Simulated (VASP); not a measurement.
A run of VASP 6.6.1:

File INCAR:

```
ALGO = Normal
EDIFF = 1E-7
ENCUT = 520
ISIF = 2
ISMEAR = -1
LASPH = T
LCHARG = T
LELF = T
LREAL = F
LVHAR = T
LWAVE = F
NBANDS = 21
NELM = 80
PREC = Accurate
SIGMA = 0.05
```

The input KPOINTS:

```
k-points
0
Gamma
  10 10 6
```

File POSCAR:

```
Ge
1.0
    1.5172378428     -2.6455787966      0.0000000000
    1.5172378428      2.6455787966      0.0000000000
    0.0000000000      0.0000000000      4.8203172867
Ge
2
Direct
    0.3334466300      0.6665533700      0.2500000000
    0.6665533700      0.3334466300      0.7500000000
```

Potentials or basis: VASP PAW LDA potentials, release 64 (Ge_d).

The run is started by

```sh
$ cat potpaw_LDA.64/Ge_d/POTCAR > POTCAR
$ mpirun -np 1 vasp_std > vasp.out
```

Hardware: 1 thread of Intel(R) Xeon(R) 6975P-C (Granite Rapids) (shared host).

Q: Estimate the wall time of this run.

A: Wall time 39 s on 1 thread of Intel(R) Xeon(R) 6975P-C (Granite Rapids), on a shared host, peak memory 0.18 GiB. Counts: scf iterations 11, k points 124.
